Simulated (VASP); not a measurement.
# PbO (P6_3/mmc) in VASP: a series of runs

PbO is run at these levels: RPBE+D4, PBEsol, PBE; tasks: single point, relaxation of shape and atoms at fixed volume.

Program: VASP 6.6.1. These are calculated values, not measurements. Logs are shortened: lines on timing, memory, paths and dates and some standing lists are left out, and cuts for length are marked.

**1. The cell of the first run**

The structure is hexagonal, space group P6_3/mmc (No. 194). Conventional cell: a = 3.618 Å, b = 3.618 Å, c = 6.352 Å, α = 90.00°, β = 90.00°, γ = 120.00°. Pb (site symmetry -6m2) has 6 O at 2.62 Å within 3.5 Å. O (site symmetry -3m) has 6 Pb at 2.62 Å and 2 O at 3.18 Å within 3.5 Å.

**2. Single point, RPBE+D4**

The input, INCAR:

```
PREC     = Accurate       # precision mode
ENCUT    = 600            # plane-wave cutoff, eV
EDIFF    = 1E-6           # SCF threshold, eV
ISMEAR   = 0              # smearing method
SIGMA    = 0.05           # smearing width, eV
LREAL    = F              # projectors in reciprocal space
LASPH    = T              # aspherical terms in the spheres
NELM     = 120            # most SCF steps
ALGO     = Normal         # electronic algorithm
ISIF     = 2              # what is computed and relaxed
LWAVE    = F              # write WAVECAR
LCHARG   = F              # write CHGCAR
GGA      = RP             # functional
IVDW     = 13             # dispersion correction
NBANDS   = 28             # bands
GGA_COMPAT= F
```

The input, KPOINTS:

```
Automatic mesh
0
Gamma
  10 10 6
```

The input, POSCAR:

```
PbO
1.0
    3.6181561545      0.0000000000      0.0000000000
   -1.8090780772      3.1334151446      0.0000000000
    0.0000000000      0.0000000000      6.3515547832
Pb O
2 2
Direct
    0.3333333333      0.6666666667      0.2500000000
    0.6666666667      0.3333333333      0.7500000000
    0.0000000000      0.0000000000      0.0000000000
    0.0000000000      0.0000000000      0.5000000000
```

Potentials or basis: VASP PAW PBE potentials, release 64 (Pb_d, O).

Command:

```bash
$ cat potpaw_PBE.64/Pb_d/POTCAR potpaw_PBE.64/O/POTCAR > POTCAR
$ mpirun -np 1 vasp_std > vasp.out
```

OUTCAR:

```text
PREC = Accurate
   ENCUT = 600
   EDIFF = 1E-6
   ISMEAR = 0
   LREAL = F
   LASPH = T
   NELM = 120
   ISIF = 2
   GGA = RP
   IVDW = 13

 ion  position               nearest neighbor table
   1  0.333  0.667  0.250-   3 2.62   4 2.62   3 2.62   4 2.62   3 2.62   4 2.62   2 3.80   2 3.80
                             2 3.80   2 3.80   2 3.80   2 3.80
   2  0.667  0.333  0.750-   3 2.62   4 2.62   3 2.62   4 2.62   3 2.62   4 2.62   1 3.80   1 3.80
                             1 3.80   1 3.80   1 3.80   1 3.80
   3  0.000  0.000  0.000-   1 2.62   2 2.62   1 2.62   2 2.62   2 2.62   1 2.62
   4  0.000  0.000  0.500-   1 2.62   2 2.62   1 2.62   2 2.62   2 2.62   1 2.62

  LATTYP: Found a hexagonal cell.
 ALAT       =     3.6181561545
 C/A-ratio  =     1.7554672911

  Lattice vectors:

 A1 = (   3.6181561545,   0.0000000000,   0.0000000000)
 A2 = (  -1.8090780772,   3.1334151446,   0.0000000000)
 A3 = (   0.0000000000,   0.0000000000,   6.3515547832)

Analysis of symmetry for initial positions (statically):
=====================================================================
 Subroutine PRICEL returns:
 Original cell was already a primitive cell.

 Routine SETGRP: Setting up the symmetry group for a
 hexagonal supercell.

 Subroutine GETGRP returns: Found 24 space group operations
 (whereof 12 operations were pure point group operations)
 out of a pool of 24 trial point group operations.

The static configuration has the point symmetry D_3d.
 The point group associated with its full space group is D_6h.

Analysis of symmetry for dynamics (positions and initial velocities):
=====================================================================
 Subroutine PRICEL returns:
 Original cell was already a primitive cell.

 Routine SETGRP: Setting up the symmetry group for a
 hexagonal supercell.

 Subroutine GETGRP returns: Found 24 space group operations
 (whereof 12 operations were pure point group operations)
 out of a pool of 24 trial point group operations.

The dynamic configuration has the point symmetry D_3d.
 The point group associated with its full space group is D_6h.

 Subroutine INISYM returns: Found 24 space group operations
 (whereof 12 operations are pure point group operations),
 and found     1 'primitive' translations

[... 97 lines left out ...]
   NELM   =    120;   NELMIN=  2; NELMDL= -5     # of ELM steps
   EDIFF  = 0.1E-05   stopping-criterion for ELM
   LREAL  =      F    real-space projection
   EDIFFG = 0.1E-04   stopping-criterion for IOM
   NSW    =      0    number of steps for IOM
   IBRION =     -1    ionic relax: 0-MD 1-quasi-New 2-CG
   NFREE  =      0    steps in history (QN), initial steepest desc. (CG)
   ISIF   =      2    stress and relaxation
   ISYM   =      2    0-nonsym 1-usesym 2-fastsym
   POTIM  = 0.5000    time-step for ionic-motion
   TEBEG  =    0.0;   TEEND  =   0.0 temperature during run
   PSTRESS=    0.0 pullay stress
   NELECT =      40.0000    total number of electrons
   NUPDOWN=      -1.0000    fix difference up-down
   EMIN   =  10.00;   EMAX   =-10.00  energy-range for DOS
   EFERMI =   0.00;   METHOD = LEGACY
   ISMEAR =     0;   SIGMA  =   0.05  broadening in eV -4-tet -1-fermi 0-gaus
   EFERMI_NEDOS =   21; number of points for ismear=-14 and -15
   IALGO  =     38    algorithm
   IMIX   =      4    mixing-type and parameters
     AMIX     =   0.40;   BMIX     =  1.00
     AMIX_MAG =   1.60;   BMIX_MAG =  1.00
  volume/ion in A,a.u.               =      18.00       121.48
  Fermi-wavevector in a.u.,A,eV,Ry     =   1.345756  2.543111 24.640965  1.811060
  Thomas-Fermi vector in A             =   2.473643
   LORBIT       =      0    0 simple, 1 ext, 2 COOP (PROOUT), +10 PAW based schemes
   GGA     = RP    functional components
   LHFCALC =     F    Hartree Fock is set to
   AEXX    =    0.0000 exact exchange contribution
   IVDW    =    13    specifies the selected vdW correction
   LEPSILON=     F    determine dielectric tensor
   LRPA    =     F    only Hartree local field effects (RPA)
 non-spin polarized calculation
 Gauss-broadening in eV      SIGMA  =   0.05
  energy-cutoff  :      600.00
  volume of cell :       72.01
 maximum number of plane-waves:      2426
 NGX is ok and might be reduce to    30
   NGX = 15   NGY = 15   NGZ = 25

 number of electron      40.0000000 magnetization

 Free energy of the ion-electron system (eV)
  ---------------------------------------------------
  ext. energy  EPLUGINS =         0.00000000
  ---------------------------------------------------
  free energy    TOTEN  =       -19.05587730 eV

  energy without entropy =      -19.05587465  energy(sigma->0) =      -19.05587597

 E-fermi :   6.7115     XC(G=0): -10.4068

 val. band max:        6.6062092953   @ k =   0.0000   0.0000   0.0000
 cond. band min:       6.8271820697   @ k =   0.5000   0.0000   0.1667
 fundamental gap:      0.2209727744
 Fermi energy:         6.7114543840

 k-point     1 :       0.0000    0.0000    0.0000
  band No.  band energies     occupation
      1     -11.0717      2.00000
      2     -10.4193      2.00000
      3     -10.0015      2.00000
      4     -10.0015      2.00000
      5      -9.9783      2.00000
      6      -9.9763      2.00000
[... 733 lines left out ...]
     27      16.2227      0.00000
     28      17.0477      0.00000

 [... further k-points ...]

------------------------ aborting loop because EDIFF is reached ----------------------------------------

  DFT-D4 for vdW energy calculation

  Edisp (eV):   -2.41129

  FORCE on cell =-STRESS in cart. coord.  units (eV):
  Direction    XX          YY          ZZ          XY          YZ          ZX
  --------------------------------------------------------------------------------------
  -------------------------------------------------------------------------------------
  Total      -0.28133    -0.28133    -0.18683    -0.00000    -0.00000     0.00000
  in kB      -6.25943    -6.25943    -4.15686    -0.00000    -0.00000     0.00000
  external pressure =       -5.56 kB  Pullay stress =        0.00 kB

 VOLUME and BASIS-vectors are now :
 -----------------------------------------------------------------------------
  energy-cutoff  :      600.00
  volume of cell :       72.01
      direct lattice vectors                 reciprocal lattice vectors
     3.618156154  0.000000000  0.000000000     0.276383870  0.159570302  0.000000000
    -1.809078077  3.133415145  0.000000000     0.000000000  0.319140603  0.000000000
     0.000000000  0.000000000  6.351554783     0.000000000  0.000000000  0.157441766

 POSITION                                       TOTAL-FORCE (eV/Angst)
 -----------------------------------------------------------------------------------
     -0.00000      2.08894      1.58789         0.000000     -0.000000      0.000000
      1.80908      1.04447      4.76367        -0.000000      0.000000      0.000000
      0.00000      0.00000      0.00000        -0.000000     -0.000000      0.000000
      0.00000      0.00000      3.17578        -0.000000     -0.000000      0.000000
 -----------------------------------------------------------------------------------
    total drift:                               -0.000000      0.000000      0.000000

  FREE ENERGIE OF THE ION-ELECTRON SYSTEM (eV)
  ---------------------------------------------------
  free  energy   TOTEN  =       -21.4671681837 eV

  energy  without entropy=      -21.4671655385  energy(sigma->0) =      -21.46716686
```

Wall time 2.2 min (1 thread of Intel Xeon Platinum 8488C (Sapphire Rapids), shared host); peak memory 0.28 GiB.

What came out:

- Free energy: -21.4672 eV
- Pressure: -0.6 GPa
- Band gap on the k mesh: 0.22 eV, indirect (least direct gap 0.24 eV)
- Dispersion energy per atom: -0.603 eV

Stress tensor (GPa, compression positive):
```
-0.63  0.00  0.00
 0.00 -0.63  0.00
 0.00  0.00 -0.42
```

Caveat: the PAW data sets were made with another functional, which shifts forces and pressure a little; spin-orbit coupling is left out, which moves the levels of the heavy elements. A k mesh can miss the band edges.

[end of part 1 of 2]
